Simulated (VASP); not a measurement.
# SiC (Cmc2_1) in VASP: notebook

The runs below take SiC through relaxation of the atoms, single point, with PBE.

Program: VASP 6.6.1. These are calculated values, not measurements. Logs are shortened: lines on timing, memory, paths and dates and some standing lists are left out, and cuts for length are marked.

### 1 The cell of the first run

Symmetry: Cmc2_1, No. 36, orthorhombic system. The conventional cell has a = 3.078 Å, b = 5.335 Å, c = 15.122 Å, α = 90.00°, β = 90.00°, γ = 90.00°. Si (site symmetry m) has 4 C at 1.87 to 1.91 Å within 2.5 Å. Si (site symmetry m) has 4 C at 1.87 to 1.92 Å within 2.5 Å. Si (site symmetry m) has 4 C at 1.87 to 1.92 Å within 2.5 Å. C (site symmetry m) has 4 Si at 1.87 to 1.92 Å within 2.5 Å. Within 2.5 Å of C (site symmetry m) lie 4 Si at 1.87 to 1.92 Å. C (site symmetry m) has 4 Si at 1.87 to 1.91 Å within 2.5 Å.

### 2 Relaxation of the atoms, PBE

INCAR

```
ALGO = Normal
EDIFF = 1E-7
EDIFFG = -0.02
ENCUT = 520
GGA = PE
IBRION = 2
ISIF = 2
ISMEAR = -1
KPAR = 2
LASPH = True
LCHARG = False
LREAL = False
LWAVE = False
NELM = 60
NSW = 80
PREC = Accurate
SIGMA = 0.02
```

KPOINTS

```
k-points
0
Gamma
  10 10 2
```

POSCAR

```
SiC
1.0
    1.5389000000     -2.6675000000      0.0000000000
    1.5389000000      2.6675000000      0.0000000000
    0.0000000000      0.0000000000     15.1219000000
Si C
6 6
Direct
    0.1673000000      0.8327000000      0.8580000000
    0.8327000000      0.1673000000      0.3580000000
    0.5007000000      0.4993000000      0.5241000000
    0.4993000000      0.5007000000      0.0241000000
    0.8357000000      0.1643000000      0.6912400000
    0.1643000000      0.8357000000      0.1912400000
    0.4960000000      0.5040000000      0.6503000000
    0.5040000000      0.4960000000      0.1503000000
    0.1600000000      0.8400000000      0.9817000000
    0.8400000000      0.1600000000      0.4817000000
    0.8290000000      0.1710000000      0.8168000000
    0.1710000000      0.8290000000      0.3168000000
```

Potentials or basis: VASP PAW PBE potentials, release 64 (Si, C).

Run with:

```console
cat potpaw_PBE.64/Si/POTCAR potpaw_PBE.64/C/POTCAR > POTCAR
mpirun -np 2 vasp_std > vasp.out
```

OUTCAR:

```text
EDIFF = 1E-7
   EDIFFG = -0.02
   ENCUT = 520
   GGA = PE
   IBRION = 2
   ISIF = 2
   ISMEAR = -1
   LASPH = True
   LREAL = False
   NELM = 60
   NSW = 80
   PREC = Accurate

 ion  position               nearest neighbor table
   1  0.167  0.833  0.858-  11 1.87  11 1.87   9 1.87  11 1.91   4 3.07   4 3.08   4 3.08   5 3.08
                             5 3.09   5 3.09
   2  0.833  0.167  0.358-  12 1.87  12 1.87  10 1.87  12 1.91   3 3.07   3 3.08   3 3.08   6 3.08
                             6 3.09   6 3.09
   3  0.501  0.499  0.524-  10 1.87  10 1.87   7 1.91  10 1.92   2 3.07   2 3.08   2 3.08   5 3.09
                             5 3.09   5 3.10
   4  0.499  0.501  0.024-   9 1.87   9 1.87   8 1.91   9 1.92   1 3.07   1 3.08   1 3.08   6 3.09
                             6 3.09   6 3.10
   5  0.836  0.164  0.691-   7 1.87   7 1.87  11 1.90   7 1.92   1 3.08   3 3.09   3 3.09   1 3.09
                             1 3.09   3 3.10
   6  0.164  0.836  0.191-   8 1.87   8 1.87  12 1.90   8 1.92   2 3.08   4 3.09   4 3.09   2 3.09
                             2 3.09   4 3.10
   7  0.496  0.504  0.650-   5 1.87   5 1.87   3 1.91   5 1.92
   8  0.504  0.496  0.150-   6 1.87   6 1.87   4 1.91   6 1.92
   9  0.160  0.840  0.982-   1 1.87   4 1.87   4 1.87   4 1.92
  10  0.840  0.160  0.482-   2 1.87   3 1.87   3 1.87   3 1.92
  11  0.829  0.171  0.817-   1 1.87   1 1.87   5 1.90   1 1.91
  12  0.171  0.829  0.317-   2 1.87   2 1.87   6 1.90   2 1.91

  LATTYP: Found a base centered orthorhombic cell.
 ALAT       =     3.0778000000
 B/A-ratio  =     1.7333809864
 C/A-ratio  =     4.9132172331

  Lattice vectors:

 A1 = (   1.5389000000,  -2.6675000000,   0.0000000000)
 A2 = (   1.5389000000,   2.6675000000,   0.0000000000)
 A3 = (   0.0000000000,   0.0000000000,  15.1219000000)

Analysis of symmetry for initial positions (statically):
=====================================================================
 Subroutine PRICEL returns:
 Original cell was already a primitive cell.

 Routine SETGRP: Setting up the symmetry group for a
 base centered orthorhombic supercell.

 Subroutine GETGRP returns: Found  4 space group operations
 (whereof  2 operations were pure point group operations)
 out of a pool of  8 trial point group operations.

The static configuration has the point symmetry C_1h.
 The point group associated with its full space group is C_2v.

Analysis of symmetry for dynamics (positions and initial velocities):
=====================================================================
 Subroutine PRICEL returns:
 Original cell was already a primitive cell.

 Routine SETGRP: Setting up the symmetry group for a
 base centered orthorhombic supercell.

 Subroutine GETGRP returns: Found  4 space group operations
 (whereof  2 operations were pure point group operations)
 out of a pool of  8 trial point group operations.

The dynamic configuration has the point symmetry C_1h.
 The point group associated with its full space group is C_2v.

 Subroutine INISYM returns: Found  4 space group operations
 (whereof  2 operations are pure point group operations),
 and found     1 'primitive' translations

----------------------------------------------------------------------------------------

                                     Primitive cell

  volume of cell :     124.1513

  direct lattice vectors                    reciprocal lattice vectors
     1.538900000 -2.667500000  0.000000000     0.324907401 -0.187441425  0.000000000
     1.538900000  2.667500000  0.000000000     0.324907401  0.187441425  0.000000000
     0.000000000  0.000000000 15.121900000     0.000000000  0.000000000  0.066129256

  length of vectors
     3.079572935  3.079572935 15.121900000     0.375098796  0.375098796  0.066129256

  position of ions in fractional coordinates (direct lattice)
     0.167300000  0.832700000  0.858000000
     0.832700000  0.167300000  0.358000000
     0.500700000  0.499300000  0.524100000
     0.499300000  0.500700000  0.024100000
     0.835700000  0.164300000  0.691240000
     0.164300000  0.835700000  0.191240000
     0.496000000  0.504000000  0.650300000
     0.504000000  0.496000000  0.150300000
     0.160000000  0.840000000  0.981700000
     0.840000000  0.160000000  0.481700000
     0.829000000  0.171000000  0.816800000
     0.171000000  0.829000000  0.316800000

  ion indices of the primitive-cell ions
   primitive index   ion index
                 1           1
                 2           2
                 3           3
                 4           4
                 5           5
                 6           6
                 7           7
                 8           8
                 9           9
                10          10
                11          11
                12          12

----------------------------------------------------------------------------------------

 KPOINTS: k-points

Automatic generation of k-mesh.
 Grid dimensions read from file:
 generate k-points for:   10   10    2

 Generating k-lattice:

  Cartesian coordinates                     Fractional coordinates (reciprocal lattice)
     0.032490740 -0.018744142  0.000000000     0.100000000  0.000000000  0.000000000
     0.032490740  0.018744142  0.000000000     0.000000000  0.100000000  0.000000000
     0.000000000  0.000000000  0.033064628     0.000000000  0.000000000  0.500000000

  Length of vectors
     0.037509880  0.037509880  0.033064628

  Shift w.r.t. Gamma in fractional coordinates (k-lattice)
     0.000000000  0.000000000  0.000000000

 Subroutine IBZKPT returns following result:
 ===========================================

 Found     62 irreducible k-points:

 Following reciprocal coordinates:
            Coordinates               Weight
  0.000000  0.000000  0.000000      1.000000
  0.100000  0.000000  0.000000      4.000000
  0.200000  0.000000  0.000000      4.000000
  0.300000  0.000000  0.000000      4.000000
  0.400000  0.000000  0.000000      4.000000
  0.500000  0.000000  0.000000      2.000000
[... 16 lines left out ...]
  0.300000  0.300000  0.000000      2.000000
  0.400000  0.300000  0.000000      4.000000
 [... further k-points ...]
   k-points           NKPTS =     62   k-points in BZ     NKDIM =     62   number of bands    NBANDS=     31
   number of dos      NEDOS =    301   number of ions     NIONS =     12
   total plane-waves  NPLWV =  64512
   dimension x,y,z NGX =    24 NGY =   24 NGZ =  112
   dimension x,y,z NGXF=    48 NGYF=   48 NGZF=  224
   ions per type =               6   6
   NGX,Y,Z   is equivalent  to a cutoff of  12.96, 12.96, 12.31 a.u.
   NGXF,Y,Z  is equivalent  to a cutoff of  25.91, 25.91, 24.63 a.u.
 SYSTEM =  unknown system
   PREC   = accura    normal or accurate (medium, high low for compatibility)
   ISTART =      0    job   : 0-new  1-cont  2-samecut
   ICHARG =      2    charge: 1-file 2-atom 10-const
   ISPIN  =      1    spin polarized calculation?
   LNONCOLLINEAR =      F non collinear calculations
   LSORBIT =      F    spin-orbit coupling
   LASPH  =      T    aspherical Exc in radial PAW
   ENCUT  =  520.0 eV  38.22 Ry    6.18 a.u.   5.73  5.73 28.12*2*pi/ulx,y,z
   NELM   =     60;   NELMIN=  2; NELMDL= -5     # of ELM steps
   EDIFF  = 0.1E-06   stopping-criterion for ELM
   LREAL  =      F    real-space projection
   EDIFFG = -.2E-01   stopping-criterion for IOM
   NSW    =     80    number of steps for IOM
   IBRION =      2    ionic relax: 0-MD 1-quasi-New 2-CG
   NFREE  =      1    steps in history (QN), initial steepest desc. (CG)
   ISIF   =      2    stress and relaxation
   ISYM   =      2    0-nonsym 1-usesym 2-fastsym
   POTIM  = 0.5000    time-step for ionic-motion
   TEBEG  =    0.0;   TEEND  =   0.0 temperature during run
   PSTRESS=    0.0 pullay stress
   NELECT =      48.0000    total number of electrons
   NUPDOWN=      -1.0000    fix difference up-down
   EMIN   =  10.00;   EMAX   =-10.00  energy-range for DOS
   EFERMI =   0.00;   METHOD = LEGACY
   ISMEAR =    -1;   SIGMA  =   0.02  broadening in eV -4-tet -1-fermi 0-gaus
   EFERMI_NEDOS =   21; number of points for ismear=-14 and -15
   IALGO  =     38    algorithm
   IMIX   =      4    mixing-type and parameters
     AMIX     =   0.40;   BMIX     =  1.00
     AMIX_MAG =   1.60;   BMIX_MAG =  1.00
  volume/ion in A,a.u.               =      10.35        69.82
  Fermi-wavevector in a.u.,A,eV,Ry     =   1.192628  2.253739 19.352390  1.422361
  Thomas-Fermi vector in A             =   2.328661
   LORBIT       =      0    0 simple, 1 ext, 2 COOP (PROOUT), +10 PAW based schemes
   GGA     = PE    functional components
   LHFCALC =     F    Hartree Fock is set to
   AEXX    =    0.0000 exact exchange contribution
   IVDW    =     0    specifies the selected vdW correction
   LEPSILON=     F    determine dielectric tensor
   LRPA    =     F    only Hartree local field effects (RPA)
 conjugate gradient relaxation of ions
 non-spin polarized calculation
  energy-cutoff  :      520.00
  volume of cell :      124.15
 maximum number of plane-waves:      3363
   NGX = 11   NGY = 11   NGZ = 57

--------------------------------------- Ionic step        1  -------------------------------------------

 number of electron      48.0000003 magnetization

 Free energy of the ion-electron system (eV)
  ---------------------------------------------------
  ext. energy  EPLUGINS =         0.00000000
  ---------------------------------------------------
  free energy    TOTEN  =       -90.28729094 eV

  energy without entropy =      -90.28729094  energy(sigma->0) =      -90.28729094

------------------------ aborting loop because EDIFF is reached ----------------------------------------

  FORCE on cell =-STRESS in cart. coord.  units (eV):
  Direction    XX          YY          ZZ          XY          YZ          ZX
  --------------------------------------------------------------------------------------
  -------------------------------------------------------------------------------------
  Total        4.2457411      1.2511817      2.2066824      0.0000000      0.0000000      0.0000000
  in kB       54.7914645     16.1465509     28.4773279      0.0000000      0.0000000      0.0000000
  external PRESSURE =      33.1384478 kB  Pullay stress =       0.0000000 kB
[... 119 lines left out ...]
  FREE ENERGIE OF THE ION-ELECTRON SYSTEM (eV)
  ---------------------------------------------------
  free  energy   TOTEN  =       -90.3516515909 eV

  energy  without entropy=      -90.3516515909  energy(sigma->0) =      -90.35165159

[... ionic steps 4 to 9 ...]

--------------------------------------- Ionic step       10  -------------------------------------------

 number of electron      48.0000000 magnetization

------------------------ aborting loop because EDIFF is reached ----------------------------------------

  FORCE on cell =-STRESS in cart. coord.  units (eV):
  Direction    XX          YY          ZZ          XY          YZ          ZX
  --------------------------------------------------------------------------------------
  -------------------------------------------------------------------------------------
  Total        2.6321482      2.4611497      2.2385770      0.0000000      0.0000000      0.0000000
  in kB       33.9679814     31.7612380     28.8889282      0.0000000      0.0000000      0.0000000
  external PRESSURE =      31.5393825 kB  Pullay stress =       0.0000000 kB
[... 77 lines left out ...]
  energy  without entropy=      -90.3547305170  energy(sigma->0) =      -90.35473052

--------------------------------------- Ionic step       12  -------------------------------------------

 number of electron      48.0000000 magnetization

 Free energy of the ion-electron system (eV)
  ---------------------------------------------------
  ext. energy  EPLUGINS =         0.00000000
  ---------------------------------------------------
  free energy    TOTEN  =       -90.35486389 eV

  energy without entropy =      -90.35486389  energy(sigma->0) =      -90.35486389

 E-fermi :   8.5796     XC(G=0): -11.3545

 val. band max:        8.1591117295   @ k =   0.0000   0.0000   0.0000
 cond. band min:      10.1745384170   @ k =   0.5000   0.0000   0.0000
 fundamental gap:      2.0154266875
 Fermi energy:         8.5795762288

 k-point     1 :       0.0000    0.0000    0.0000
  band No.  band energies     occupation
      1      -7.3034      2.00000
      2      -6.7827      2.00000
      3      -6.7469      2.00000
      4      -5.2549      2.00000
      5      -5.2269      2.00000
      6      -3.7440      2.00000
[... 805 lines left out ...]
     30      14.5560      0.00000
     31      14.5693      0.00000

 [... further k-points ...]
[... 5 lines left out ...]
  --------------------------------------------------------------------------------------
  -------------------------------------------------------------------------------------
  Total        2.6657954      2.4768604      2.1907033      0.0000000      0.0000000      0.0000000
  in kB       34.4021996     31.9639858     28.2711170      0.0000000      0.0000000      0.0000000
  external PRESSURE =      31.5457675 kB  Pullay stress =       0.0000000 kB
[... 27 lines left out ...]
  FREE ENERGIE OF THE ION-ELECTRON SYSTEM (eV)
  ---------------------------------------------------
  free  energy   TOTEN  =       -90.3548638886 eV

  energy  without entropy=      -90.3548638886  energy(sigma->0) =      -90.35486389

 reached required accuracy - stopping structural energy minimisation
```

It took 6.6 min on 2 MPI ranks of Intel Xeon Platinum 8488C (Sapphire Rapids), shared host; peak memory 0.34 GiB.

Results:

```
Free energy                  : -90.3549 eV
Energy gained by relaxing    : 5.6 meV/atom
Ionic steps                  : 12
Pressure after relaxing      : 3.2 GPa
Largest force after relaxing : 0.018 eV/Å
Band gap on the k mesh       : 2.02 eV (least direct gap 3.12 eV)
```

Forces on the atoms (eV/Å):
```
Si   0.000 -0.017 -0.002
Si   0.000  0.017 -0.002
Si   0.000  0.003  0.002
Si   0.000 -0.003  0.002
Si   0.000  0.006  0.005
Si   0.000 -0.006  0.005
C    0.000  0.008 -0.007
C    0.000 -0.008 -0.007
C    0.000  0.003  0.005
C    0.000 -0.003  0.005
C    0.000 -0.017 -0.002
C    0.000  0.017 -0.002
```

Step by step:
| step | energy change (eV) | largest force (eV/Å) | pressure (GPa) |
| --- | --- | --- | --- |
| 1 | 0.0000 | 0.7263 | 3.31 |
| 2 | -0.0274 | 0.6891 | 3.24 |
| 3 | -0.0644 | 0.1808 | 3.16 |
| 4 | -0.0659 | 0.0980 | 3.16 |
| 5 | -0.0662 | 0.0605 | 3.16 |
| 6 | -0.0668 | 0.0337 | 3.15 |
| 7 | -0.0668 | 0.0380 | 3.15 |
| 8 | -0.0671 | 0.0338 | 3.15 |
| 9 | -0.0673 | 0.0651 | 3.15 |
| 10 | -0.0673 | 0.0508 | 3.15 |
| 11 | -0.0674 | 0.0398 | 3.15 |
| 12 | -0.0676 | 0.0175 | 3.15 |

Final structure:
```yaml
crystal:
  lattice:
    - [1.53890, -2.66750, 0.00000]
    - [1.53890, 2.66750, 0.00000]
    - [0.00000, 0.00000, 15.12190]
  atoms:
    - { symbol: Si, position: [0.16520, 0.83480, 0.85772] }
    - { symbol: Si, position: [0.83480, 0.16520, 0.35772] }
    - { symbol: Si, position: [0.50083, 0.49917, 0.52450] }
    - { symbol: Si, position: [0.49917, 0.50083, 0.02450] }
    - { symbol: Si, position: [0.83353, 0.16647, 0.69123] }
    - { symbol: Si, position: [0.16647, 0.83353, 0.19123] }
    - { symbol: C, position: [0.50042, 0.49958, 0.64983] }
    - { symbol: C, position: [0.49958, 0.50042, 0.14983] }
    - { symbol: C, position: [0.16585, 0.83415, 0.98267] }
    - { symbol: C, position: [0.83415, 0.16585, 0.48267] }
    - { symbol: C, position: [0.83199, 0.16801, 0.81620] }
    - { symbol: C, position: [0.16801, 0.83199, 0.31620] }
```

Levels at points of the mesh, in eV from the valence-band top:
| k point | band 22 | band 23 | band 24 | band 25 | band 26 | band 27 |
| --- | --- | --- | --- | --- | --- | --- |
| (0.00, 0.00, 0.00) | -0.05 | -0.01 | 0.00 | 5.19 | 5.36 | 5.77 |
| (0.50, 0.00, 0.00) | -1.79 | -1.67 | -1.11 | 2.02 | 2.21 | 3.21 |
| (0.50, 0.50, 0.00) | -1.78 | -1.68 | -1.10 | 2.02 | 2.22 | 3.22 |
| (0.00, 0.00, 0.50) | -0.10 | -0.10 | -0.10 | 5.25 | 5.25 | 6.00 |
| (0.50, 0.00, 0.50) | -1.72 | -1.31 | -1.31 | 2.06 | 2.06 | 3.43 |
| (0.50, 0.50, 0.50) | -1.73 | -1.30 | -1.30 | 2.07 | 2.07 | 3.44 |

[end of part 1 of 2]
